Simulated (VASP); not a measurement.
# Fe (Fm-3m) in VASP: notebook, part 2 of 2

VASP 6.6.1.

### Step 3. Single point, PBE, collinear spin, ferromagnetic start (13.04 Å³/atom)

This run uses another cell than the first one, of 13.04 Å³/atom.

INCAR reads:

```
SYSTEM = Fe
PREC = Accurate
ENCUT = 520
EDIFF = 1E-7
ISMEAR = -1
SIGMA = 0.05
LREAL = .FALSE.
LASPH = .TRUE.
NELM = 150
ALGO = Normal
ISIF = 2
LWAVE = .FALSE.
LCHARG = .TRUE.
ISPIN = 2
MAGMOM = 2.618
LORBIT = 11
LMAXMIX = 4
GGA = PE
LELF = .TRUE.
LVHAR = .TRUE.
NBANDS = 14
```

KPOINTS reads:

```
Automatic mesh
0
G
  17 17 17
  0 0 0
```

POSCAR reads:

```
Fe
1.0
    0.0000000000      1.8681758289      1.8681758289
    1.8681758289      0.0000000000      1.8681758289
    1.8681758289      1.8681758289      0.0000000000
Fe
1
Direct
    0.0000000000      0.0000000000      0.0000000000
```

Potentials or basis: VASP PAW PBE potentials, release 64 (Fe).

Command:

```console
$ cat potpaw_PBE.64/Fe/POTCAR > POTCAR
$ mpirun -np 1 vasp_std > vasp.out
```

OUTCAR:

```text
SYSTEM = Fe
   PREC = Accurate
   ENCUT = 520
   EDIFF = 1E-7
   ISMEAR = -1
   LREAL = .FALSE.
   LASPH = .TRUE.
   NELM = 150
   ISIF = 2
   ISPIN = 2
   LORBIT = 11
   GGA = PE

 ion  position               nearest neighbor table
   1  0.000  0.000  0.000-

  LATTYP: Found a face centered cubic cell.
 ALAT       =     3.7363516578

  Lattice vectors:

 A1 = (   0.0000000000,   1.8681758289,   1.8681758289)
 A2 = (   1.8681758289,   0.0000000000,   1.8681758289)
 A3 = (   1.8681758289,   1.8681758289,   0.0000000000)

Analysis of symmetry for initial positions (statically):
=====================================================================
 Subroutine PRICEL returns:
 Original cell was already a primitive cell.

 Routine SETGRP: Setting up the symmetry group for a
 face centered cubic supercell.

 Subroutine GETGRP returns: Found 48 space group operations
 (whereof 48 operations were pure point group operations)
 out of a pool of 48 trial point group operations.

The static configuration has the point symmetry O_h .

Analysis of symmetry for dynamics (positions and initial velocities):
=====================================================================
 Subroutine PRICEL returns:
 Original cell was already a primitive cell.

 Routine SETGRP: Setting up the symmetry group for a
 face centered cubic supercell.

 Subroutine GETGRP returns: Found 48 space group operations
 (whereof 48 operations were pure point group operations)
 out of a pool of 48 trial point group operations.

The dynamic configuration has the point symmetry O_h .

Analysis of structural, dynamic, and magnetic symmetry:
=====================================================================
 Subroutine PRICEL returns:
 Original cell was already a primitive cell.

 Routine SETGRP: Setting up the symmetry group for a
 face centered cubic supercell.

 Subroutine GETGRP returns: Found 48 space group operations
 (whereof 48 operations were pure point group operations)
 out of a pool of 48 trial point group operations.
[... 160 lines left out ...]
      4       2.3790      1.00000
      5       3.2067      1.00000
      6       3.2067      1.00000
      7      25.8793      0.00000
      8      29.3229      0.00000
      9      29.3229      0.00000
     10      29.3229      0.00000
     11      31.8615      0.00000
     12      31.8615      0.00000
     13      31.8615      0.00000
     14      34.7205      0.00000
[... 379 lines left out ...]
      3       2.5317      1.00000
      4       2.5348      1.00000
      5       3.0769      1.00000
      6       3.2658      1.00000
      7      22.9387      0.00000
      8      25.2109      0.00000
      9      28.1635      0.00000
     10      29.8500      0.00000
     11      31.7555      0.00000
     12      32.4691      0.00000
     13      35.3136      0.00000
     14      35.7449      0.00000

 [... further k-points ...]

 spin component 2

 k-point     1 :       0.0000    0.0000    0.0000
  band No.  band energies     occupation
      1      -2.9625      1.00000
      2       4.8231      0.63830
      3       4.8232      0.63798
      4       4.8232      0.63796
      5       6.2834      0.00000
      6       6.2835      0.00000
      7      25.4361      0.00000
      8      29.7239      0.00000
      9      29.7239      0.00000
     10      29.7239      0.00000
     11      32.5568      0.00000
     12      32.5568      0.00000
     13      32.5568      0.00000
     14      34.0408      0.00000
[... 379 lines left out ...]
      3       5.0104      0.04000
      4       5.0113      0.03934
      5       6.1011      0.00000
      6       6.3133      0.00000
      7      23.3572      0.00000
      8      25.4818      0.00000
      9      28.3716      0.00000
     10      30.3362      0.00000
     11      31.8214      0.00000
     12      33.0155      0.00000
     13      35.8994      0.00000
     14      36.4118      0.00000

 [... further k-points ...]

------------------------ aborting loop because EDIFF is reached ----------------------------------------

  FORCE on cell =-STRESS in cart. coord.  units (eV):
  Direction    XX          YY          ZZ          XY          YZ          ZX
  --------------------------------------------------------------------------------------
  -------------------------------------------------------------------------------------
  Total       -0.9204200     -0.9204200     -0.9204200     -0.0000000      0.0000000      0.0000000
  in kB     -113.0871782   -113.0871782   -113.0871782     -0.0000000      0.0000000      0.0000000
  external PRESSURE =    -113.0871782 kB  Pullay stress =       0.0000000 kB

 VOLUME and BASIS-vectors are now :
 -----------------------------------------------------------------------------
  energy-cutoff  :      520.00
  volume of cell :       13.04
      direct lattice vectors                 reciprocal lattice vectors
     0.000000000  1.868175829  1.868175829    -0.267640761  0.267640761  0.267640761
     1.868175829  0.000000000  1.868175829     0.267640761 -0.267640761  0.267640761
     1.868175829  1.868175829  0.000000000     0.267640761  0.267640761 -0.267640761

 POSITION                                       TOTAL-FORCE (eV/Angst)
 -----------------------------------------------------------------------------------
      0.00000      0.00000      0.00000         0.000000      0.000000      0.000000
 -----------------------------------------------------------------------------------
    total drift:                                0.000000      0.000000      0.000000

  FREE ENERGIE OF THE ION-ELECTRON SYSTEM (eV)
  ---------------------------------------------------
  free  energy   TOTEN  =        -8.0511025627 eV

  energy  without entropy=       -8.0420885967  energy(sigma->0) =       -8.04659558

 total charge

# of ion       s       p       d       tot
------------------------------------------
    1        0.443   0.441   6.131   7.014

 magnetization (x)

# of ion       s       p       d       tot
------------------------------------------
    1       -0.015  -0.052   2.754   2.687
```

stdout:

```text
POSCAR found type information on POSCAR Fe
 POSCAR found :  1 types and       1 ions
 scaLAPACK will be used
 LDA part: xc-table for (Slater+PW92), standard interpolation
 POSCAR, INCAR and KPOINTS ok, starting setup
 FFT: planning ... GRIDC
 FFT: planning ... GRID_SOFT
 FFT: planning ... GRID
 WAVECAR not read
 entering main loop
```

Run time: 72 s. Hardware: 1 thread of Intel Xeon Platinum 8488C (Sapphire Rapids), shared host; peak memory 0.16 GiB.

Results:

| Quantity | Value |
| --- | --- |
| Free energy | -8.0511 eV |
| Pressure | -11.3 GPa |
| Net moment | 2.67 μB per cell |
| Site moments | Fe +2.69 μB |
| Valence electrons inside the program's atomic spheres | Fe 7.01 |

Levels at points of the mesh, in eV from the Fermi level:
Spin up:
| k point | band 1 | band 2 | band 3 | band 4 | band 5 | band 6 | band 7 | band 8 | band 9 | band 10 |
| --- | --- | --- | --- | --- | --- | --- | --- | --- | --- | --- |
| (0.00, 0.00, 0.00) | -8.02 | -2.47 | -2.47 | -2.47 | -1.64 | -1.64 | 21.03 | 24.47 | 24.47 | 24.47 |
Spin down:
| k point | band 1 | band 2 | band 3 | band 4 | band 5 | band 6 |
| --- | --- | --- | --- | --- | --- | --- |
| (0.00, 0.00, 0.00) | -7.81 | -0.03 | -0.03 | -0.03 | 1.43 | 1.43 |

Caveat: the cell stands under tension.
